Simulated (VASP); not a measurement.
# Zn7CrSe8 (F-43m) in VASP: single point with PBEsol+U

Aim: the single point of Zn7CrSe8 with PBEsol+U.

Everything below comes from runs of VASP 6.6.1. Logs are shortened: lines on timing, memory, paths and dates and some standing lists are left out, and cuts for length are marked.

**1. The cell of the first run**

It takes space group F-43m (No. 216, cubic). Conventional cell: a = 11.335 Å, b = 11.335 Å, c = 11.335 Å, α = 90.00°, β = 90.00°, γ = 90.00°. Within 3.3 Å of Cr (site symmetry -43m) lie 4 Se at 2.50 Å. Zn (site symmetry 2mm) has 4 Se at 2.44 to 2.45 Å within 3.2 Å. Zn (site symmetry -43m) has 4 Se at 2.45 Å within 3.2 Å. Se (site symmetry 3m) has 3 Zn at 2.44 Å and 1 Cr at 2.50 Å within 3.2 Å. Within 3.2 Å of Se (site symmetry 3m) lie 4 Zn at 2.45 Å.

**2. Single point, PBEsol+U, collinear spin, zero start**

File INCAR:

```
PREC = Accurate
ENCUT = 500
EDIFF = 1E-6
ISMEAR = 0
SIGMA = 0.05
LREAL = False
LASPH = True
NELM = 200
ALGO = Normal
ISIF = 2
LWAVE = False
LCHARG = False
ISPIN = 2
MAGMOM = 0 0 0 0 0 0 0 0 0 0 0 0 0 0 0 0
LORBIT = 11
NUPDOWN = 0.0
LMAXMIX = 4
LDAU = True
LDAUTYPE = 2
LDAUL = 2 -1 -1
LDAUU = 3 0 0
LDAUJ = 0 0 0
LDAUPRINT = 1
GGA = PS
NBANDS = 90
GGA_COMPAT = False
```

File KPOINTS:

```
Automatic mesh
0
Gamma
  3 3 3
```

File POSCAR:

```
Zn7CrSe8
1.0
    0.0000000000      5.6676000000      5.6676000000
    5.6676000000      0.0000000000      5.6676000000
    5.6676000000      5.6676000000      0.0000000000
Cr Zn Se
1 7 8
Direct
    1.0000000000      1.0000000000      0.0000000000
    0.9998876788      0.9998876788      0.5001123212
    0.9998876788      0.5001123212      0.9998876788
    0.9998876788      0.5001123212      0.5001123212
    0.5001123212      0.9998876788      0.9998876788
    0.5001123212      0.9998876788      0.5001123212
    0.5001123212      0.5001123212      0.9998876788
    0.5000000000      0.5000000000      0.5000000000
    0.1272911663      0.1272911663      0.1272911663
    0.1272911663      0.1272911663      0.6181265011
    0.1272911663      0.6181265011      0.1272911663
    0.1250644043      0.6249785319      0.6249785319
    0.6181265011      0.1272911663      0.1272911663
    0.6249785319      0.1250644043      0.6249785319
    0.6249785319      0.6249785319      0.1250644043
    0.6249785319      0.6249785319      0.6249785319
```

Potentials or basis: VASP PAW PBE potentials, release 64 (Cr_pv, Zn, Se).

Run with:

```bash
cat potpaw_PBE.64/Cr_pv/POTCAR potpaw_PBE.64/Zn/POTCAR potpaw_PBE.64/Se/POTCAR > POTCAR
mpirun -np 1 vasp_std > vasp.out
```

OUTCAR:

```text
PREC = Accurate
   ENCUT = 500
   EDIFF = 1E-6
   ISMEAR = 0
   LREAL = False
   LASPH = True
   NELM = 200
   ISIF = 2
   ISPIN = 2
   LORBIT = 11
   NUPDOWN = 0.0
   GGA = PS

 ion  position               nearest neighbor table
   1  0.000  0.000  0.000-   9 2.50  10 2.50  11 2.50  13 2.50
   2  1.000  1.000  0.500-  10 2.44   9 2.44  12 2.45  14 2.45
   3  1.000  0.500  1.000-  11 2.44   9 2.44  12 2.45  15 2.45
   4  1.000  0.500  0.500-  10 2.44  11 2.44  12 2.45  16 2.45
   5  0.500  1.000  1.000-  13 2.44   9 2.44  14 2.45  15 2.45
   6  0.500  1.000  0.500-  10 2.44  13 2.44  14 2.45  16 2.45
[... 8 lines left out ...]
  15  0.625  0.625  0.125-   7 2.45   5 2.45   3 2.45   8 2.45
  16  0.625  0.625  0.625-   4 2.45   6 2.45   7 2.45   8 2.45

  LATTYP: Found a face centered cubic cell.
 ALAT       =    11.3352000000

  Lattice vectors:

 A1 = (   0.0000000000,   5.6676000000,   5.6676000000)
 A2 = (   5.6676000000,   0.0000000000,   5.6676000000)
 A3 = (   5.6676000000,   5.6676000000,   0.0000000000)

Analysis of symmetry for initial positions (statically):
=====================================================================
 Subroutine PRICEL returns:
 Original cell was already a primitive cell.

 Routine SETGRP: Setting up the symmetry group for a
 face centered cubic supercell.

 Subroutine GETGRP returns: Found 24 space group operations
 (whereof 24 operations were pure point group operations)
 out of a pool of 48 trial point group operations.

The static configuration has the point symmetry T_d .

Analysis of symmetry for dynamics (positions and initial velocities):
=====================================================================
 Subroutine PRICEL returns:
 Original cell was already a primitive cell.

 Routine SETGRP: Setting up the symmetry group for a
 face centered cubic supercell.

 Subroutine GETGRP returns: Found 24 space group operations
 (whereof 24 operations were pure point group operations)
 out of a pool of 48 trial point group operations.

The dynamic configuration has the point symmetry T_d .

Analysis of structural, dynamic, and magnetic symmetry:
=====================================================================
 Subroutine PRICEL returns:
 Original cell was already a primitive cell.

 Routine SETGRP: Setting up the symmetry group for a
 face centered cubic supercell.

 Subroutine GETGRP returns: Found 24 space group operations
 (whereof 24 operations were pure point group operations)
 out of a pool of 48 trial point group operations.

The overall configuration has the point symmetry T_d .

 Subroutine INISYM returns: Found 24 space group operations
 (whereof 24 operations are pure point group operations),
 and found     1 'primitive' translations

----------------------------------------------------------------------------------------

                                     Primitive cell

  volume of cell :     364.1058

  direct lattice vectors                    reciprocal lattice vectors
     0.000000000  5.667600000  5.667600000    -0.088220764  0.088220764  0.088220764
     5.667600000  0.000000000  5.667600000     0.088220764 -0.088220764  0.088220764
     5.667600000  5.667600000  0.000000000     0.088220764  0.088220764 -0.088220764

  length of vectors
     8.015196786  8.015196786  8.015196786     0.152802845  0.152802845  0.152802845

  position of ions in fractional coordinates (direct lattice)
     0.000000000  0.000000000  0.000000000
     0.999887679  0.999887679  0.500112321
     0.999887679  0.500112321  0.999887679
     0.999887679  0.500112321  0.500112321
     0.500112321  0.999887679  0.999887679
     0.500112321  0.999887679  0.500112321
[... 8 lines left out ...]
     0.624978532  0.624978532  0.125064404
     0.624978532  0.624978532  0.624978532

  ion indices of the primitive-cell ions
[... 100 lines left out ...]
   IVDW    =     0    specifies the selected vdW correction
   LEPSILON=     F    determine dielectric tensor
   LRPA    =     F    only Hartree local field effects (RPA)
 spin polarized calculation
 Gauss-broadening in eV      SIGMA  =   0.05
  energy-cutoff  :      500.00
  volume of cell :      364.11
 maximum number of plane-waves:      9305
 NGX is ok and might be reduce to    60
   NGX = 29   NGY = 29   NGZ = 29

 number of electron     144.0000086 magnetization       0.0000000

atom =   1  type =  1  l = 2

 onsite density matrix

spin component  1

  0.1224 -0.0000  0.0000 -0.0000  0.0000
 -0.0000  0.1224 -0.0000  0.0000 -0.0000
  0.0000 -0.0000  0.8601 -0.0000 -0.0000
 -0.0000  0.0000 -0.0000  0.1224  0.0000
  0.0000 -0.0000 -0.0000  0.0000  0.8601

spin component  2

  0.1224 -0.0000  0.0000 -0.0000 -0.0000
 -0.0000  0.1224 -0.0000  0.0000 -0.0000
  0.0000 -0.0000  0.8601 -0.0000 -0.0000
 -0.0000  0.0000 -0.0000  0.1224  0.0000
 -0.0000 -0.0000 -0.0000  0.0000  0.8601

 occupancies and eigenvectors

  o =  0.1224  v =  0.0000 -0.7286  0.0000 -0.6849  0.0000  0.0000  0.0000  0.0000  0.0000  0.0000      0.0000  0.0000  0.0000  0.0000  0.0000  0.0000  0.0000  0.0000  0.0000  0.0000
  o =  0.1224  v =  1.0000  0.0000  0.0000  0.0000  0.0000  0.0000  0.0000  0.0000  0.0000  0.0000      0.0000  0.0000  0.0000  0.0000  0.0000  0.0000  0.0000  0.0000  0.0000  0.0000
  o =  0.1224  v =  0.0000  0.6849  0.0000 -0.7286  0.0000  0.0000  0.0000  0.0000  0.0000  0.0000      0.0000  0.0000  0.0000  0.0000  0.0000  0.0000  0.0000  0.0000  0.0000  0.0000
  o =  0.1224  v =  0.0000  0.0000  0.0000  0.0000  0.0000  1.0000  0.0000  0.0000  0.0000  0.0000      0.0000  0.0000  0.0000  0.0000  0.0000  0.0000  0.0000  0.0000  0.0000  0.0000
  o =  0.1224  v =  0.0000  0.0000  0.0000  0.0000  0.0000  0.0000 -0.9139 -0.0000  0.4059  0.0000      0.0000  0.0000  0.0000  0.0000  0.0000  0.0000  0.0000  0.0000  0.0000  0.0000
  o =  0.1224  v =  0.0000  0.0000  0.0000  0.0000  0.0000  0.0000  0.4059  0.0000  0.9139 -0.0000      0.0000  0.0000  0.0000  0.0000  0.0000  0.0000  0.0000  0.0000  0.0000  0.0000
  o =  0.8601  v =  0.0000 -0.0000 -1.0000 -0.0000 -0.0019  0.0000  0.0000  0.0000  0.0000  0.0000      0.0000  0.0000  0.0000  0.0000  0.0000  0.0000  0.0000  0.0000  0.0000  0.0000
  o =  0.8601  v =  0.0000  0.0000 -0.0019  0.0000  1.0000  0.0000  0.0000  0.0000  0.0000  0.0000      0.0000  0.0000  0.0000  0.0000  0.0000  0.0000  0.0000  0.0000  0.0000  0.0000
  o =  0.8601  v =  0.0000  0.0000  0.0000  0.0000  0.0000  0.0000 -0.0000 -1.0000 -0.0000  0.0015      0.0000  0.0000  0.0000  0.0000  0.0000  0.0000  0.0000  0.0000  0.0000  0.0000
  o =  0.8601  v =  0.0000  0.0000  0.0000  0.0000  0.0000  0.0000 -0.0000  0.0015  0.0000  1.0000      0.0000  0.0000  0.0000  0.0000  0.0000  0.0000  0.0000  0.0000  0.0000  0.0000

 number of electron     144.0000086 magnetization      -0.0000000

 Free energy of the ion-electron system (eV)
  ---------------------------------------------------
  ext. energy  EPLUGINS =         0.00000000
  ---------------------------------------------------
  free energy    TOTEN  =       -57.26106699 eV

  energy without entropy =      -57.26106699  energy(sigma->0) =      -57.26106699

 E-fermi :   2.5253     XC(G=0):  -9.5469

 val. band max:        2.2600490030   @ k =   0.3333   0.3333   0.0000
 cond. band min:       3.0017228886   @ k =   0.0000   0.0000   0.0000
 fundamental gap:      0.7416738856
 Fermi energy:         2.5253412159

 spin component 1

 k-point     1 :       0.0000    0.0000    0.0000
  band No.  band energies     occupation
      1     -39.8966      1.00000
      2     -39.8965      1.00000
      3     -39.8965      1.00000
      4     -11.5378      1.00000
      5     -10.7545      1.00000
      6     -10.7545      1.00000
[... 337 lines left out ...]
     83       6.6245      0.00000
     84       6.7558      0.00000
 Fermi energy:         2.5253412159

 spin component 2

 k-point     1 :       0.0000    0.0000    0.0000
  band No.  band energies     occupation
      1     -39.8966      1.00000
      2     -39.8965      1.00000
      3     -39.8964      1.00000
      4     -11.5378      1.00000
      5     -10.7545      1.00000
      6     -10.7545      1.00000
[... 337 lines left out ...]
     83       6.6245      0.00000
     84       6.7558      0.00000
 [bands above 84 left out]

------------------------ aborting loop because EDIFF is reached ----------------------------------------

  FORCE on cell =-STRESS in cart. coord.  units (eV):
  Direction    XX          YY          ZZ          XY          YZ          ZX
  --------------------------------------------------------------------------------------
  -------------------------------------------------------------------------------------
  Total       -2.0252713     -2.0252713     -2.0252713     -0.0000000     -0.0000000     -0.0000000
  in kB       -8.9118163     -8.9118163     -8.9118163     -0.0000000     -0.0000000     -0.0000000
  external PRESSURE =      -8.9118163 kB  Pullay stress =       0.0000000 kB

 VOLUME and BASIS-vectors are now :
 -----------------------------------------------------------------------------
  energy-cutoff  :      500.00
  volume of cell :      364.11
      direct lattice vectors                 reciprocal lattice vectors
     0.000000000  5.667600000  5.667600000    -0.088220764  0.088220764  0.088220764
     5.667600000  0.000000000  5.667600000     0.088220764 -0.088220764  0.088220764
     5.667600000  5.667600000  0.000000000     0.088220764  0.088220764 -0.088220764

 POSITION                                       TOTAL-FORCE (eV/Angst)
 -----------------------------------------------------------------------------------
      0.00000      0.00000      0.00000        -0.000000     -0.000000     -0.000000
      8.50140      8.50140     11.33393        -0.000000     -0.000000     -0.033222
      8.50140     11.33393      8.50140        -0.000000     -0.033222     -0.000000
      5.66887      8.50140      8.50140         0.033222     -0.000000     -0.000000
     11.33393      8.50140      8.50140        -0.033222     -0.000000     -0.000000
      8.50140      5.66887      8.50140        -0.000000      0.033222     -0.000000
[... 8 lines left out ...]
      4.25094      4.25094      7.08426        -0.007776     -0.007776      0.007776
      7.08426      7.08426      7.08426         0.007776      0.007776      0.007776
 -----------------------------------------------------------------------------------
    total drift:                               -0.000001     -0.000001     -0.000001

  FREE ENERGIE OF THE ION-ELECTRON SYSTEM (eV)
  ---------------------------------------------------
  free  energy   TOTEN  =       -57.2610669942 eV

  energy  without entropy=      -57.2610669942  energy(sigma->0) =      -57.26106699

 total charge

# of ion       s       p       d       tot
------------------------------------------
    1        0.261   6.178   4.150  10.589
    2        0.542   0.458   9.783  10.783
    3        0.542   0.458   9.783  10.783
    4        0.542   0.458   9.783  10.783
    5        0.542   0.458   9.783  10.783
    6        0.542   0.458   9.783  10.783
[... 8 lines left out ...]
   15        1.437   2.412   0.031   3.880
   16        1.437   2.412   0.031   3.880
--------------------------------------------------
tot         15.535  28.720  72.900 117.155

 magnetization (x)

# of ion       s       p       d       tot
------------------------------------------
    1       -0.000  -0.000  -0.000  -0.000
    2        0.000   0.000  -0.000   0.000
    3        0.000   0.000  -0.000   0.000
    4        0.000   0.000  -0.000   0.000
    5        0.000   0.000  -0.000   0.000
    6        0.000   0.000  -0.000   0.000
[... 8 lines left out ...]
   15        0.000   0.000   0.000   0.000
   16        0.000   0.000   0.000   0.000
--------------------------------------------------
tot          0.000   0.000  -0.000  -0.000
```

Run time: 14 min. Hardware: 1 thread of Intel Xeon 8259CL, shared host; peak memory 0.77 GiB.

Results:

```
Free energy                                           : -57.2611 eV
Pressure                                              : -0.9 GPa
Largest force                                         : 0.594 eV/Å
Net moment                                            : 0.00 μB per cell
Valence electrons inside the program's atomic spheres : Cr 10.59; Zn 10.78, 10.77 (each value once); Se 3.89, 3.88 (each value once)
```

Forces in eV/Å, atoms in the order of the input:
```
Cr   0.000  0.000  0.000
Zn   0.000  0.000 -0.033
Zn   0.000 -0.033  0.000
Zn   0.033  0.000  0.000
Zn  -0.033  0.000  0.000
Zn   0.000  0.033  0.000
Zn   0.000  0.000  0.033
Zn   0.000  0.000  0.000
Se  -0.343 -0.343 -0.343
Se   0.343  0.343 -0.343
Se   0.343 -0.343  0.343
Se   0.008 -0.008 -0.008
Se  -0.343  0.343  0.343
Se  -0.008  0.008 -0.008
Se  -0.008 -0.008  0.008
Se   0.008  0.008  0.008
```

Eigenvalues of the final occupation matrices:
```
    site  spin  trace               eigenvalues
site 1 d     1   2.09  0.12 0.12 0.12 0.86 0.86
site 1 d     2   2.09  0.12 0.12 0.12 0.86 0.86
```

Caveat: the PAW data sets were made with another functional, which shifts forces and pressure a little; the total moment is fixed, so each spin has its own Fermi level.
